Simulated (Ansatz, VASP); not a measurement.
One calculation of PbO2, two programs

File INCAR:

```
SYSTEM = PbO2
PREC = Accurate ; ENCUT = 520
EDIFF = 1E-6 ; ISMEAR = -1
SIGMA = 0.05 ; LREAL = .FALSE.
LASPH = .TRUE. ; NELM = 100
ALGO = Normal ; ISIF = 2
LWAVE = .FALSE. ; LCHARG = .FALSE.
GGA = PE ; NBANDS = 35
```

The input KPOINTS:

```
Automatic mesh
0
G
  5 5 7
  0 0 0
```

Contents of POSCAR:

```
PbO2
1.0
    4.8950606726      0.0000000000      0.0000000000
    0.0000000000      4.8950606726      0.0000000000
    0.0000000000      0.0000000000      3.4090009600
Pb O
2 4
Direct
    0.5000000000      0.5000000000      0.5000000000
    0.0000000000      0.0000000000      0.0000000000
    0.6925710400      0.6925710400      0.0000000000
    0.8074289600      0.1925710400      0.5000000000
    0.1925710400      0.8074289600      0.5000000000
    0.3074289600      0.3074289600      0.0000000000
```

Contents of input.yaml:

```yaml
crystal:
  lattice:
    - [4.8950606726, 0.0, 0.0]
    - [0.0, 4.8950606726, 0.0]
    - [0.0, 0.0, 3.40900096]
  atoms:
    - { symbol: Pb, position: [0.5, 0.5, 0.5] }
    - { symbol: Pb, position: [0.0, 0.0, 0.0] }
    - { symbol: O, position: [0.69257104, 0.69257104, 0.0] }
    - { symbol: O, position: [0.80742896, 0.19257104, 0.5] }
    - { symbol: O, position: [0.19257104, 0.80742896, 0.5] }
    - { symbol: O, position: [0.30742896, 0.30742896, 0.0] }
hamiltonian:
  xc: pbe
  pseudopotentials: { kind: paw }
kpoints:
  mp_grid: { grid: [5, 5, 7] }
  band_path:
    path:
      - [[0.0, 0.0, 0.0], [0.0, 0.5, 0.0], [0.5, 0.5, 0.0], [0.0, 0.0, 0.0], [0.0, 0.0, 0.5], [0.0, 0.5, 0.5], [0.5, 0.5, 0.5], [0.0, 0.0, 0.5]]
      - [[0.0, 0.5, 0.0], [0.0, 0.5, 0.5]]
      - [[0.5, 0.5, 0.0], [0.5, 0.5, 0.5]]
    npoints: 14
scf:
  occupations: { method: fermi_dirac, width: 0.05 }
  n_extra_bands: 15
output:
  forces: true
  stress: true
  eigenvalues: true
  fatbands: false
```

Alike in both runs: functional PBE; k mesh 5 × 5 × 7; occupations fermi-dirac, width 0.05 eV; no spin polarisation.

|  | VASP | Ansatz |
| --- | --- | --- |
| version | VASP 6.6.1 | Ansatz 0.2.0 |
| potentials or method | VASP PAW PBE potentials, release 64 (Pb_d, O) | Ansatz PAW |
| plane-wave cutoff (eV) | 520 | 420 |
| valence electrons in the cell | 52 | 52 |
| task | single point | band structure |

Ansatz gave:

| Item | Value |
| --- | --- |
| pressure (GPa) | 11.7 |
| traceless stress, the component that is largest in VASP (GPa) | 0.56 |
| rms of the force components (eV/Å) | 0.035 |

What did VASP give for the same quantities?

Pressure (GPa): 12.0; traceless stress, the component that is largest in VASP (GPa): 0.67; rms of the force components (eV/Å): 0.038.

Atom by atom the forces differ by 0.003 eV/Å (rms over components).

Neither program's run includes spin-orbit coupling. Noted on Ansatz's run: the k mesh misses the band edges, so the gap on the mesh is wider than the one along the path.
